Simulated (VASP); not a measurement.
Wanted: the native input for a VASP 6.6.1 run.

```yaml
Task: single point
Functional: PBEsol
Potentials_or_basis: VASP PAW PBE potentials, release 64 (Cu)
Cutoff: 520 eV
k_mesh: 26 × 26 × 14
Occupations: gaussian, width 0.15 eV
Spin: no spin polarisation
Dipole_correction: no
Further_INCAR_settings: ALGO = Fast; EDIFF = 1e-07; NBANDS = 18
```

The structure of Cu lies in POSCAR:

```
Cu
1.0
   -1.4450917219      1.4450917219      1.3600072129
    1.4450917219     -1.4450917219      1.3600072129
    2.8901834438      2.8901834438      0.0000000000
Cu
2
Direct
    0.0000000000      0.0000000000      0.0036698715
    0.5000000000      0.5000000000      0.4963301285
```

This cell differs from its parent crystal: atoms displaced along a vibrational mode.

The input as run:

INCAR

```
PREC = Accurate ; ENCUT = 520
EDIFF = 1E-7 ; ISMEAR = 0
SIGMA = 0.15 ; LREAL = False
LASPH = True ; NELM = 80
ALGO = Fast ; ISIF = 2
LWAVE = False ; LCHARG = True
GGA = PS ; LELF = True
LVHAR = True ; NBANDS = 18
```

KPOINTS

```
regular mesh
0
Gamma
  26 26 14
```

Potentials or basis: VASP PAW PBE potentials, release 64 (Cu).

Run with:

```sh
$ cat potpaw_PBE.64/Cu/POTCAR > POTCAR
$ mpirun -np 1 vasp_std > vasp.out
```

Results of the run:

* Pressure: 0.8 GPa
* Largest force: 0.244 eV/Å
* Band gap on the k mesh: zero (bands 11 and 12 overlap by 6.59 eV)

Caveat: the cell differs from its parent crystal (atoms displaced along a vibrational mode); the PAW data sets were made with another functional, which shifts forces and pressure a little.

Wall time 13 min on 1 thread of Oxide Virtual Turin-like Processor, with other jobs on the host, peak memory 0.51 GiB.
